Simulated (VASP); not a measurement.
Wanted: the native input for a VASP 6.6.1 run.

```yaml
Task: electric field gradients
Functional: PBE
Potentials_or_basis: VASP PAW PBE potentials, release 64 (H)
Cutoff: 520 eV
k_mesh: 8 × 8 × 5
Occupations: fermi-dirac, width 0.01 eV
Spin: no spin polarisation
Dipole_correction: no
Further_INCAR_settings: ALGO = Normal; EDIFF = 1e-08; NBANDS = 10
```

The structure of H lies in POSCAR:

```
H
1.0
    3.7820008326      0.0000000000      0.0000000000
   -1.8910004163      3.2753087982      0.0000000000
    0.0000000000      0.0000000000      6.1670000000
H
4
Direct
    0.3333333333      0.6666666667      0.1230000000
    0.6666666667      0.3333333333      0.6230000000
    0.3333333333      0.6666666667      0.3770000000
    0.6666666667      0.3333333333      0.8770000000
```

The input as run:

INCAR

```
ALGO     = Normal         # electronic algorithm
EDIFF    = 1E-8           # SCF threshold, eV
ENCUT    = 520            # plane-wave cutoff, eV
GGA      = PE             # functional
ISIF     = 2              # what is computed and relaxed
ISMEAR   = -1             # smearing method
LASPH    = T              # aspherical terms in the spheres
LCHARG   = F              # write CHGCAR
LEFG     = T            
LREAL    = F              # projectors in reciprocal space
LWAVE    = F              # write WAVECAR
NBANDS   = 10             # bands
NELM     = 100            # most SCF steps
PREC     = Accurate       # precision mode
SIGMA    = 0.01           # smearing width, eV
```

KPOINTS

```
k-points
0
Gamma
  8 8 5
```

Potentials or basis: VASP PAW PBE potentials, release 64 (H).

Launch:

```bash
$ cat potpaw_PBE.64/H/POTCAR > POTCAR
$ mpirun -np 1 vasp_std > vasp.out
```

It gave:

- Pressure: -8.7 GPa
- Largest force: 3.608 eV/Å
- Band gap on the k mesh: 1.67 eV, indirect (least direct gap 1.70 eV)

Caveat: without QUAD_EFG the Cq values of the log hold for a quadrupole moment of 1 mb, not for the nuclei; forces of over 1 eV/Å act on the atoms, so gaps and moduli don't describe the material at rest.

Run time: 19 s on 1 thread of AMD EPYC 7R43 64-Core Processor (Zen 3) (shared host), peak memory 0.14 GiB.
